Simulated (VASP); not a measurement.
Crystal: Ni.

```xyz
1
Lattice="0.0000 1.7619 1.7619 1.7619 0.0000 1.7619 1.7619 1.7619 0.0000" Properties=species:S:1:pos:R:3 pbc="T T T"
Ni    0.0000    0.0000    0.0000
```

```yaml
Program: VASP 6.6.1
Task: relaxation of cell and atoms
Functional: r2SCAN
Dispersion: rVV10
Potentials_or_basis: VASP PAW PBE potentials, release 64 (Ni)
Cutoff: 600 eV
k_mesh: 15 × 15 × 15
Occupations: fermi-dirac, width 0.05 eV
Spin: collinear spin, ferromagnetic start
Starting_moments: "[1.5] μB"
```

At the start: pressure -9.6 GPa; volume 10.94 Å³/atom.

Task: Where does the relaxation end?

Result: Over 4 steps the energy falls by 16.8 meV/atom and the volume is 10.41 Å³/atom (-4.8 %); space group Fm-3m (No. 225, to 0.1 Å) before and after; moment 0.69 μB per cell.

Step by step:
```csv
step,energy change (eV),largest force (eV/Å),pressure (GPa),volume (Å³)
1,0.0000,0.0000,-9.55,10.94
2,0.0002,0.0000,11.68,9.94
3,-0.0168,0.0000,-0.21,10.42
4,-0.0168,0.0000,0.03,10.41
```

Final structure:
```
Ni
1.0
     0.00000    1.73303    1.73303
     1.73303    0.00000    1.73303
     1.73303    1.73303    0.00000
Ni
1
Direct
  0.00000 0.00000 0.00000
```

Caveat: the PAW data sets were made with another functional, which shifts forces and pressure a little.
